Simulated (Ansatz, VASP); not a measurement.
## Sn3GeSe4 in VASP and in Ansatz

```
Sn Ge Se
1.0
     4.21424   -5.95774    0.00000
     4.21424    5.95774    0.00000
     0.00000    0.00000    4.21349
Sn Ge Se
3 1 4
Direct
  0.00000 0.50000 0.00000
  0.50000 0.00000 0.00000
  0.50000 0.50000 0.50000
  0.00000 0.00000 0.50000
  0.76146 0.76146 0.00000
  0.23854 0.23854 0.00000
  0.75563 0.24437 0.50000
  0.24437 0.75563 0.50000
```

Alike in both runs: functional PBE; k mesh 4 × 4 × 4; occupations gaussian, width 0.1 eV; no spin polarisation.

Ansatz relaxed the structure, and its values are those at the end. VASP's run is a single point on that final structure, the one shown.

|  | VASP | Ansatz |
| --- | --- | --- |
| version | VASP 6.6.1 | Ansatz 0.2.0 |
| potentials or method | VASP PAW PBE potentials, release 64 (Sn_d, Ge_d, Se), cutoff 520 eV | scalar-relativistic, plane waves, PAW |
| valence electrons in the cell | 80 | 120 |

|  | VASP | Ansatz | Ansatz less VASP |
| --- | --- | --- | --- |
| gap on the k mesh at the Fermi level (eV) | 0.05 | 0.05 | -0.001 |
| least direct gap on the mesh (eV) | 0.06 | 0.06 | -0.001 |
| pressure (GPa) | -0.1 | 0.0 | +0.01 |
| rms of the force components (eV/Å) | 0.003 | 0.004 | +0.0005 |

VASP's potentials hold 80 valence electrons a cell and Ansatz's 120, so a difference there can come from the potentials and not from the codes.
